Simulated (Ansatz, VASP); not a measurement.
Given: the input of a run of VASP 6.6.1 on RbMg6Sn.

File INCAR:

```
PREC = Accurate ; ENCUT = 520
EDIFF = 1E-6 ; ISMEAR = -1
SIGMA = 0.05 ; LREAL = F
LASPH = T ; NELM = 80
ALGO = Fast ; ISIF = 2
LWAVE = F ; LCHARG = F
GGA = PE ; NBANDS = 28
```

File KPOINTS:

```
Automatic mesh
0
Gamma
  5 5 5
```

POSCAR

```
RbMg6Sn
1.0
    5.2243710000      0.0000000000      0.0000000000
    0.0000000000      3.5267185000      6.0981730000
    0.0000000000     -3.5267185000      6.0981730000
Sn Rb Mg
1 1 6
Direct
    0.0111510000      0.8557070000      0.8506450000
    0.4957100000      0.6779430000      0.6598760000
    0.5025960000      0.1708080000      0.1552760000
    0.5012080000      0.6801310000      0.1630350000
    0.5001110000      0.1707870000      0.6705030000
   -0.0055340000      0.3284900000      0.3370910000
    0.0058670000      0.8532080000      0.2940710000
    0.0083500000      0.2925730000      0.8534450000
```

Potentials or basis: VASP PAW PBE potentials, release 64 (Sn_d, Rb_sv, Mg).

The run is started by

```console
$ cat potpaw_PBE.64/Sn_d/POTCAR potpaw_PBE.64/Rb_sv/POTCAR potpaw_PBE.64/Mg/POTCAR > POTCAR
$ mpirun -np 1 vasp_std > vasp.out
```

Task: Translate it to Ansatz 0.2.0. Potentials there: Ansatz PAW.

Result: As run (the cutoff follows the program's own potentials):

input.yaml

```yaml
crystal:
  lattice:
    - [5.224371, 0.0, 0.0]
    - [0.0, 3.5267185, 6.098173]
    - [0.0, -3.5267185, 6.098173]
  atoms:
    - { symbol: Sn, position: [0.011151, 0.855707, 0.850645] }
    - { symbol: Rb, position: [0.49571, 0.677943, 0.659876] }
    - { symbol: Mg, position: [0.502596, 0.170808, 0.155276] }
    - { symbol: Mg, position: [0.501208, 0.680131, 0.163035] }
    - { symbol: Mg, position: [0.500111, 0.170787, 0.670503] }
    - { symbol: Mg, position: [-0.005534, 0.32849, 0.337091] }
    - { symbol: Mg, position: [0.005867, 0.853208, 0.294071] }
    - { symbol: Mg, position: [0.00835, 0.292573, 0.853445] }
hamiltonian:
  xc: pbe
  pseudopotentials: { kind: paw }
kpoints:
  mp_grid: { grid: [5, 5, 5] }
scf:
  occupations: { method: fermi_dirac, width: 0.05 }
output:
  forces: true
  stress: true
  eigenvalues: true
```

Potentials or basis: Ansatz PAW.

Command:

```bash
$ ansatz run input.yaml --threads 4 --pin off --max-ram 10240MiB --backend cpu --events-out ev --progress --plain --runs-dir out
```

Both were run:

|  | VASP | Ansatz | Ansatz less VASP |
| --- | --- | --- | --- |
| gap on the k mesh at the Fermi level (eV) | none | none | - |
| pressure (GPa) | -0.2 | -0.2 | +0.07 |
| traceless stress, the component that is largest in VASP (GPa) | -0.38 | -0.38 | +0.005 |
| rms of the force components (eV/Å) | 0.090 | 0.089 | -0.0007 |

Atom by atom the forces differ by 0.002 eV/Å (rms over components). A gap of «none» marks a metal or a gap that the smearing closes. VASP's potentials hold 35 valence electrons a cell and Ansatz's 83, so a difference there can come from the potentials and not from the codes.
